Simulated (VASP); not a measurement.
## MgCd5O6: single point with PBE

MgCd5O6:

```
Mg Cd O
1.0
     3.55969    0.00000    0.00000
     0.00000    5.03416    0.00000
     0.00000    0.00000   10.67907
Mg Cd O
1 5 6
Direct
  0.50000 0.50000 0.50000
  0.00000 0.00000 0.00000
  0.50000 0.50000 0.16667
  0.00000 0.00000 0.33333
  0.00000 0.00000 0.66667
  0.50000 0.50000 0.83333
  0.00000 0.50000 0.00000
  0.50000 0.00000 0.16667
  0.00000 0.50000 0.33333
  0.50000 0.00000 0.50000
  0.00000 0.50000 0.66667
  0.50000 0.00000 0.83333
```

```yaml
Program: VASP 6.6.1
Task: single point
Functional: PBE
Potentials_or_basis: VASP PAW PBE potentials, release 64 (Mg, Cd, O)
Cutoff: 520 eV
k_mesh: 6 × 4 × 2
Occupations: gaussian, width 0.1 eV
Spin: no spin polarisation
```

```json
{
  "Pressure": "-15.6 GPa",
  "Largest force": "0.727 eV/Å",
  "Band gap on the k mesh": "zero (band 49 reaches 0.41 eV, above the bottom of band 50 at 0.29 eV)"
}
```

Forces on the atoms (eV/Å):
```
Mg   0.000  0.000  0.000
Cd   0.000  0.000  0.000
Cd   0.000  0.000  0.014
Cd   0.000  0.000  0.000
Cd   0.000  0.000  0.000
Cd   0.000  0.000 -0.014
O    0.000  0.000  0.000
O    0.000  0.000  0.007
O    0.000  0.000  0.727
O    0.000  0.000  0.000
O    0.000  0.000 -0.727
O    0.000  0.000 -0.007
```

Stress tensor (GPa, compression positive):
```
-15.55   0.00   0.00
  0.00 -15.69   0.00
  0.00   0.00 -15.66
```

Levels at points of the mesh, in eV from the Fermi level:
```tsv
k point	band 47	band 48	band 49	band 50	band 51	band 52
(0.00, 0.00, 0.00)	-0.66	-0.56	-0.33	-0.19	2.51	2.55
(0.50, 0.00, 0.00)	-1.31	-0.36	-0.15	3.40	3.43	3.45
(0.00, 0.50, 0.00)	-0.28	-0.27	-0.26	2.74	2.85	3.72
(0.50, 0.50, 0.00)	-0.24	-0.10	-0.07	4.21	4.25	4.98
(0.00, 0.00, 0.50)	-0.53	-0.33	-0.15	0.80	0.93	3.62
(0.50, 0.00, 0.50)	-0.67	-0.66	-0.63	2.90	3.29	4.12
(0.00, 0.50, 0.50)	-0.25	-0.10	-0.07	3.04	3.06	3.06
(0.50, 0.50, 0.50)	-0.27	-0.26	-0.25	4.68	4.90	4.96
```

Wall time 6.6 min on 1 thread of Intel(R) Xeon(R) Platinum 8259CL CPU @ 2.50GHz (Skylake/Cascade Lake), on a shared host, peak memory 0.4 GiB.
